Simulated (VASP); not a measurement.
A run of VASP 6.6.1 is set up as follows.

The input INCAR:

```
PREC = Accurate
ENCUT = 520
EDIFF = 1E-6
ISMEAR = 0
SIGMA = 0.1
LREAL = F
LASPH = T
NELM = 60
ALGO = Normal
ISIF = 2
LWAVE = F
LCHARG = F
GGA = B5
ALDAX = 1.0
AGGAX = 1.0
AGGAC = 1.0
ALDAC = 0.0
NBANDS = 15
```

KPOINTS

```
Automatic mesh
0
Gamma
  7 7 7
```

File POSCAR:

```
KBr
1.0
    4.6669047600      0.0000000000      0.0000000000
    2.3334523800      4.0416580792      0.0000000000
    2.3334523800      1.3472193597      3.8105117801
Br K
1 1
Direct
    0.4860150000      0.5108740000      0.5046580000
    0.0089120000      0.0052240000      0.9989190000
```

Potentials or basis: VASP PAW PBE potentials, release 64 (Br, K_sv).

The run is started by

```bash
$ cat potpaw_PBE.64/Br/POTCAR potpaw_PBE.64/K_sv/POTCAR > POTCAR
$ mpirun -np 1 vasp_std > vasp.out
```

Q: What does it give for the band gap on the k mesh?

A: 4.45 eV, direct.

Q: Estimate the largest force.

A: 0.119 eV/Å.

Q: Predict the pressure.

A: 1.6 GPa.

Forces in eV/Å, atoms in the order of the input:
```
Br   0.108 -0.041 -0.029
K   -0.108  0.041  0.029
```

Caveat: the cell differs from its parent crystal (atoms moved at random); the PAW data sets were made with another functional, which shifts forces and pressure a little.
